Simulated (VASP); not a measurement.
# CdS (F-43m) in VASP: further runs

CdS is run at these levels: r2SCAN; tasks: single point.

Program: VASP 6.6.1. These are calculated values, not measurements. Logs are shortened: lines on timing, memory, paths and dates and some standing lists are left out, and cuts for length are marked.

**1. The cell of the first run**

It takes space group F-43m (No. 216, cubic). The conventional cell has a = 5.354 Å, b = 5.354 Å, c = 5.354 Å, α = 90.00°, β = 90.00°, γ = 90.00°. Within 3.1 Å of Cd (site symmetry -43m) lie 4 S at 2.32 Å. S (site symmetry -43m) has 4 Cd at 2.32 Å within 3.1 Å.

**2. Single point, r2SCAN (strain -0.080 along x and y, -0.080 along z)**

The input, POSCAR:

```
CdS
1.0
    0.0000000000      2.6772000000      2.6772000000
    2.6772000000      0.0000000000      2.6772000000
    2.6772000000      2.6772000000      0.0000000000
Cd S
1 1
Direct
    0.0000000000      0.0000000000      0.0000000000
    0.7500000000      0.7500000000      0.7500000000
```

The input, INCAR.step1:

```
PREC = Accurate ; ENCUT = 520
ISMEAR = 0 ; SIGMA = 0.05
LREAL = F ; LASPH = T
NELM = 60 ; NBANDS = 16
GGA = PE ; ALGO = Normal
EDIFF = 1E-4 ; LWAVE = T
LCHARG = F
```

The input, INCAR.step2:

```
PREC = Accurate ; ENCUT = 520
EDIFF = 1E-6 ; ISMEAR = 0
SIGMA = 0.05 ; LREAL = F
LASPH = T ; NELM = 60
ALGO = Normal ; ISIF = 2
LWAVE = F ; LCHARG = F
METAGGA = R2SCAN ; LMIXTAU = T
NBANDS = 16 ; ISTART = 1
```

The input, KPOINTS:

```
Automatic mesh
0
Gamma
  8 8 8
```

Potentials or basis: VASP PAW PBE potentials, release 64 (Cd, S).

The run is started by

```bash
$ cat potpaw_PBE.64/Cd/POTCAR potpaw_PBE.64/S/POTCAR > POTCAR
$ cp INCAR.step1 INCAR
$ mpirun -np 1 vasp_std > vasp.out
$ cp INCAR.step2 INCAR
$ mpirun -np 1 vasp_std > vasp.out
```

OUTCAR:

```text
PREC = Accurate
   ENCUT = 520
   EDIFF = 1E-6
   ISMEAR = 0
   LREAL = F
   LASPH = T
   NELM = 60
   ISIF = 2
   METAGGA = R2SCAN
   ISTART = 1

 ion  position               nearest neighbor table
   1  0.000  0.000  0.000-   2 2.32   2 2.32   2 2.32   2 2.32
   2  0.750  0.750  0.750-   1 2.32   1 2.32   1 2.32   1 2.32

  LATTYP: Found a face centered cubic cell.
 ALAT       =     5.3544000000

  Lattice vectors:

 A1 = (   0.0000000000,   2.6772000000,   2.6772000000)
 A2 = (   2.6772000000,   0.0000000000,   2.6772000000)
 A3 = (   2.6772000000,   2.6772000000,   0.0000000000)

Analysis of symmetry for initial positions (statically):
=====================================================================
 Subroutine PRICEL returns:
 Original cell was already a primitive cell.

 Routine SETGRP: Setting up the symmetry group for a
 face centered cubic supercell.

 Subroutine GETGRP returns: Found 24 space group operations
 (whereof 24 operations were pure point group operations)
 out of a pool of 48 trial point group operations.

The static configuration has the point symmetry T_d .

Analysis of symmetry for dynamics (positions and initial velocities):
=====================================================================
 Subroutine PRICEL returns:
 Original cell was already a primitive cell.

 Routine SETGRP: Setting up the symmetry group for a
 face centered cubic supercell.

 Subroutine GETGRP returns: Found 24 space group operations
 (whereof 24 operations were pure point group operations)
 out of a pool of 48 trial point group operations.

The dynamic configuration has the point symmetry T_d .

 Subroutine INISYM returns: Found 24 space group operations
 (whereof 24 operations are pure point group operations),
 and found     1 'primitive' translations

----------------------------------------------------------------------------------------

                                     Primitive cell

  volume of cell :      38.3771

  direct lattice vectors                    reciprocal lattice vectors
     0.000000000  2.677200000  2.677200000    -0.186762289  0.186762289  0.186762289
     2.677200000  0.000000000  2.677200000     0.186762289 -0.186762289  0.186762289
     2.677200000  2.677200000  0.000000000     0.186762289  0.186762289 -0.186762289

  length of vectors
     3.786132549  3.786132549  3.786132549     0.323481773  0.323481773  0.323481773

  position of ions in fractional coordinates (direct lattice)
[... 79 lines left out ...]
   EDIFF  = 0.1E-05   stopping-criterion for ELM
   LREAL  =      F    real-space projection
   EDIFFG = 0.1E-04   stopping-criterion for IOM
   NSW    =      0    number of steps for IOM
   IBRION =     -1    ionic relax: 0-MD 1-quasi-New 2-CG
   NFREE  =      0    steps in history (QN), initial steepest desc. (CG)
   ISIF   =      2    stress and relaxation
   ISYM   =      2    0-nonsym 1-usesym 2-fastsym
   POTIM  = 0.5000    time-step for ionic-motion
   TEBEG  =    0.0;   TEEND  =   0.0 temperature during run
   PSTRESS=    0.0 pullay stress
   NELECT =      18.0000    total number of electrons
   NUPDOWN=      -1.0000    fix difference up-down
   EMIN   =  10.00;   EMAX   =-10.00  energy-range for DOS
   EFERMI =   0.00;   METHOD = LEGACY
   ISMEAR =     0;   SIGMA  =   0.05  broadening in eV -4-tet -1-fermi 0-gaus
   EFERMI_NEDOS =   21; number of points for ismear=-14 and -15
   IALGO  =     38    algorithm
   IMIX   =      4    mixing-type and parameters
     AMIX     =   0.40;   BMIX     =  1.00
     AMIX_MAG =   1.60;   BMIX_MAG =  1.00
  volume/ion in A,a.u.               =      19.19       129.49
  Fermi-wavevector in a.u.,A,eV,Ry     =   1.271964  2.403664 22.012766  1.617893
  Thomas-Fermi vector in A             =   2.404868
   LORBIT       =      0    0 simple, 1 ext, 2 COOP (PROOUT), +10 PAW based schemes
   METAGGA = R2SCAN    functional components
   LHFCALC =     F    Hartree Fock is set to
   AEXX    =    0.0000 exact exchange contribution
   IVDW    =     0    specifies the selected vdW correction
   LEPSILON=     F    determine dielectric tensor
   LRPA    =     F    only Hartree local field effects (RPA)
 non-spin polarized calculation
 Gauss-broadening in eV      SIGMA  =   0.05
  energy-cutoff  :      520.00
  volume of cell :       38.38
 maximum number of plane-waves:      1056
   NGX = 15   NGY = 15   NGZ = 15

 number of electron      18.0000006 magnetization

 Free energy of the ion-electron system (eV)
  ---------------------------------------------------
  ext. energy  EPLUGINS =         0.00000000
  ---------------------------------------------------
  free energy    TOTEN  =       -28.69055151 eV

  energy without entropy =      -28.69055151  energy(sigma->0) =      -28.69055151

 E-fermi :   3.9840     XC(G=0): -11.0879

 val. band max:        3.7297757274   @ k =   0.0000   0.0000   0.0000
 cond. band min:       5.8508292481   @ k =   0.0000   0.0000   0.0000
 fundamental gap:      2.1210535207
 Fermi energy:         3.9839614896

 k-point     1 :       0.0000    0.0000    0.0000
  band No.  band energies     occupation
      1     -11.2033      2.00000
      2      -5.6920      2.00000
      3      -5.6920      2.00000
      4      -5.6920      2.00000
      5      -4.7041      2.00000
      6      -4.7041      2.00000
[... 433 lines left out ...]
      3      -5.3009      2.00000
      4      -4.7868      2.00000
      5      -4.6544      2.00000
      6      -3.8107      2.00000
[... 8 lines left out ...]
     15      17.1630      0.00000
     16      18.5098      0.00000

 [... further k-points ...]

------------------------ aborting loop because EDIFF is reached ----------------------------------------

  FORCE on cell =-STRESS in cart. coord.  units (eV):
  Direction    XX          YY          ZZ          XY          YZ          ZX
  --------------------------------------------------------------------------------------
  -------------------------------------------------------------------------------------
  Total        7.8257086      7.8257086      7.8257086     -0.0000000      0.0000000     -0.0000000
  in kB      326.7095374    326.7095374    326.7095374     -0.0000000      0.0000000     -0.0000000
  external PRESSURE =     326.7095374 kB  Pullay stress =       0.0000000 kB

 VOLUME and BASIS-vectors are now :
 -----------------------------------------------------------------------------
  energy-cutoff  :      520.00
  volume of cell :       38.38
      direct lattice vectors                 reciprocal lattice vectors
     0.000000000  2.677200000  2.677200000    -0.186762289  0.186762289  0.186762289
     2.677200000  0.000000000  2.677200000     0.186762289 -0.186762289  0.186762289
     2.677200000  2.677200000  0.000000000     0.186762289  0.186762289 -0.186762289

 POSITION                                       TOTAL-FORCE (eV/Angst)
 -----------------------------------------------------------------------------------
      0.00000      0.00000      0.00000        -0.000000     -0.000000     -0.000000
      4.01580      4.01580      4.01580         0.000000      0.000000      0.000000
 -----------------------------------------------------------------------------------
    total drift:                                0.000007      0.000007      0.000007

  FREE ENERGIE OF THE ION-ELECTRON SYSTEM (eV)
  ---------------------------------------------------
  free  energy   TOTEN  =       -28.6905515128 eV

  energy  without entropy=      -28.6905515128  energy(sigma->0) =      -28.69055151
```

OUTCAR.step1:

```text
PREC = Accurate
   ENCUT = 520
   ISMEAR = 0
   LREAL = F
   LASPH = T
[... 676 lines left out ...]
 -----------------------------------------------------------------------------------
      0.00000      0.00000      0.00000        -0.000000     -0.000000     -0.000000
      4.01580      4.01580      4.01580         0.000000      0.000000      0.000000
 -----------------------------------------------------------------------------------
    total drift:                               -0.000000     -0.000000     -0.000000

  FREE ENERGIE OF THE ION-ELECTRON SYSTEM (eV)
  ---------------------------------------------------
  free  energy   TOTEN  =        -5.0450294580 eV

  energy  without entropy=       -5.0450294580  energy(sigma->0) =       -5.04502946
```

OSZICAR.step1:

```text
N       E                     dE             d eps       ncg     rms          rms(c)
DAV:   1     0.115064585230E+03    0.11506E+03   -0.94306E+03   952   0.107E+03
DAV:   2    -0.171734751587E+01   -0.11678E+03   -0.11024E+03  1192   0.266E+02
DAV:   3    -0.560715583763E+01   -0.38898E+01   -0.38852E+01  1080   0.512E+01
DAV:   4    -0.562753177855E+01   -0.20376E-01   -0.20375E-01  1184   0.373E+00
DAV:   5    -0.562773747355E+01   -0.20570E-03   -0.20569E-03  1104   0.351E-01    0.147E+01
DAV:   6    -0.507947712134E+01    0.54826E+00   -0.78904E-01  1360   0.143E+01    0.107E+01
DAV:   7    -0.504674573358E+01    0.32731E-01   -0.32098E-01  1184   0.416E+00    0.392E+00
DAV:   8    -0.504522902386E+01    0.15167E-02   -0.35999E-02  1112   0.267E+00    0.620E-01
DAV:   9    -0.504500093887E+01    0.22808E-03   -0.40610E-03  1088   0.103E+00    0.927E-02
DAV:  10    -0.504502945801E+01   -0.28519E-04   -0.28856E-04  1192   0.274E-01
   1 F= -.50450295E+01 E0= -.50450295E+01  d E =-.365457E-17
```

Run time: 30 s. Hardware: 1 thread of Intel Xeon 6975P-C (Granite Rapids), shared host; peak memory 0.17 GiB.

Results:

- Free energy: -28.6906 eV
- Pressure: 32.7 GPa
- Band gap on the k mesh: 2.12 eV

Caveat: the cell differs from its parent crystal (strain -0.080 along x and y, -0.080 along z); the cell stands under pressure; the PAW data sets were made with another functional, which shifts forces and pressure a little.

**3. Single point, r2SCAN (strain -0.040 along x and y, -0.040 along z)**

The input, POSCAR:

```
CdS
1.0
    0.0000000000      2.7936000000      2.7936000000
    2.7936000000      0.0000000000      2.7936000000
    2.7936000000      2.7936000000      0.0000000000
Cd S
1 1
Direct
    0.0000000000      0.0000000000      0.0000000000
    0.7500000000      0.7500000000      0.7500000000
```

The input, INCAR.step1:

```
SYSTEM = CdS
ALGO     = Normal         ! electronic algorithm
EDIFF    = 1E-4           ! SCF threshold, eV
ENCUT    = 520            ! plane-wave cutoff, eV
GGA      = PE             ! functional
ISMEAR   = 0              ! smearing method
LASPH    = .TRUE.         ! aspherical terms in the spheres
LCHARG   = .FALSE.        ! write CHGCAR
LREAL    = .FALSE.        ! projectors in reciprocal space
LWAVE    = .TRUE.         ! write WAVECAR
NBANDS   = 16             ! bands
NELM     = 80             ! most SCF steps
PREC     = Accurate       ! precision mode
SIGMA    = 0.05           ! smearing width, eV
```

The input, INCAR.step2:

```
SYSTEM = CdS
ALGO     = Normal         ! electronic algorithm
EDIFF    = 1E-7           ! SCF threshold, eV
ENCUT    = 520            ! plane-wave cutoff, eV
ISIF     = 2              ! what is computed and relaxed
ISMEAR   = 0              ! smearing method
ISTART   = 1            
LASPH    = .TRUE.         ! aspherical terms in the spheres
LCHARG   = .TRUE.         ! write CHGCAR
LELF     = .TRUE.         ! ELF
LMIXTAU  = .TRUE.       
LREAL    = .FALSE.        ! projectors in reciprocal space
LVHAR    = .TRUE.       
LWAVE    = .FALSE.        ! write WAVECAR
METAGGA  = R2SCAN         ! meta-GGA
NBANDS   = 16             ! bands
NELM     = 80             ! most SCF steps
PREC     = Accurate       ! precision mode
SIGMA    = 0.05           ! smearing width, eV
```

The input, KPOINTS:

```
k-points
0
G
  8 8 8
  0 0 0
```

Potentials or basis: VASP PAW PBE potentials, release 64 (Cd, S).

The run is started by

```bash
$ cat potpaw_PBE.64/Cd/POTCAR potpaw_PBE.64/S/POTCAR > POTCAR
$ cp INCAR.step1 INCAR
$ mpirun -np 1 vasp_std > vasp.out
$ cp INCAR.step2 INCAR
$ mpirun -np 1 vasp_std > vasp.out
```

Run time: 45 s. Hardware: 1 thread of Intel Xeon 6975P-C (Granite Rapids), shared host; peak memory 0.18 GiB.

It converged, with:

* Free energy: -29.4136 eV
* Pressure: 13.5 GPa
* Band gap on the k mesh: 1.88 eV

Levels at points of the mesh, in eV from the valence-band top:
```
           k point  band 6  band 7  band 8  band 9  band 10  band 11  band 12  band 13
(0.00, 0.00, 0.00)   -7.84    0.00    0.00    0.00     1.88     6.99     6.99     6.99
(0.50, 0.00, 0.00)   -7.32   -5.37   -0.98   -0.98     3.64     7.43     7.43     8.28
(0.50, 0.50, 0.00)   -7.25   -4.62   -2.45   -2.45     3.60     4.82    10.49    12.36
```

Caveat: the cell differs from its parent crystal (strain -0.040 along x and y, -0.040 along z); the cell stands under pressure; the PAW data sets were made with another functional, which shifts forces and pressure a little.

**4. Single point, r2SCAN (strain +0.040 along x and y, +0.040 along z)**

The input, POSCAR:

```
CdS
1.0
    0.0000000000      3.0264000000      3.0264000000
    3.0264000000      0.0000000000      3.0264000000
    3.0264000000      3.0264000000      0.0000000000
Cd S
1 1
Direct
    0.0000000000      0.0000000000      0.0000000000
    0.7500000000      0.7500000000      0.7500000000
```

The input, INCAR.step1:

```
ALGO     = Normal         # electronic algorithm
EDIFF    = 1E-4           # SCF threshold, eV
ENCUT    = 520            # plane-wave cutoff, eV
GGA      = PE             # functional
ISMEAR   = 0              # smearing method
LASPH    = True           # aspherical terms in the spheres
LCHARG   = False          # write CHGCAR
LREAL    = False          # projectors in reciprocal space
LWAVE    = True           # write WAVECAR
NBANDS   = 16             # bands
NELM     = 60             # most SCF steps
PREC     = Accurate       # precision mode
SIGMA    = 0.05           # smearing width, eV
```

The input, INCAR.step2:

```
ALGO     = Normal         # electronic algorithm
EDIFF    = 1E-6           # SCF threshold, eV
ENCUT    = 520            # plane-wave cutoff, eV
ISIF     = 2              # what is computed and relaxed
ISMEAR   = 0              # smearing method
ISTART   = 1            
LASPH    = True           # aspherical terms in the spheres
LCHARG   = False          # write CHGCAR
LMIXTAU  = True         
LREAL    = False          # projectors in reciprocal space
LWAVE    = False          # write WAVECAR
METAGGA  = R2SCAN         # meta-GGA
NBANDS   = 16             # bands
NELM     = 60             # most SCF steps
PREC     = Accurate       # precision mode
SIGMA    = 0.05           # smearing width, eV
```

The input, KPOINTS:

```
k-points
0
Gamma
  8 8 8
```

The run is started by

```bash
$ cat potpaw_PBE.64/Cd/POTCAR potpaw_PBE.64/S/POTCAR > POTCAR
$ cp INCAR.step1 INCAR
$ mpirun -np 1 vasp_std > vasp.out
$ cp INCAR.step2 INCAR
$ mpirun -np 1 vasp_std > vasp.out
```

It took 34 s on 1 thread of Intel Xeon 6975P-C (Granite Rapids), shared host; peak memory 0.19 GiB.

Results (log left out):

```
Free energy            : -29.6248 eV
Pressure               : -4.2 GPa
Band gap on the k mesh : 1.33 eV
```

Levels at points of the mesh, in eV from the valence-band top:
| k point | band 7 | band 8 | band 9 | band 10 | band 11 | band 12 |
| --- | --- | --- | --- | --- | --- | --- |
| (0.00, 0.00, 0.00) | 0.00 | 0.00 | 0.00 | 1.33 | 7.07 | 7.07 |
| (0.50, 0.00, 0.00) | -3.82 | -0.62 | -0.62 | 3.27 | 7.45 | 7.45 |
| (0.50, 0.50, 0.00) | -3.50 | -1.56 | -1.56 | 4.00 | 4.58 | 9.29 |

Caveat: the cell differs from its parent crystal (strain +0.040 along x and y, +0.040 along z); the cell stands under tension; the PAW data sets were made with another functional, which shifts forces and pressure a little.

(Continued in part 2 of 2.)
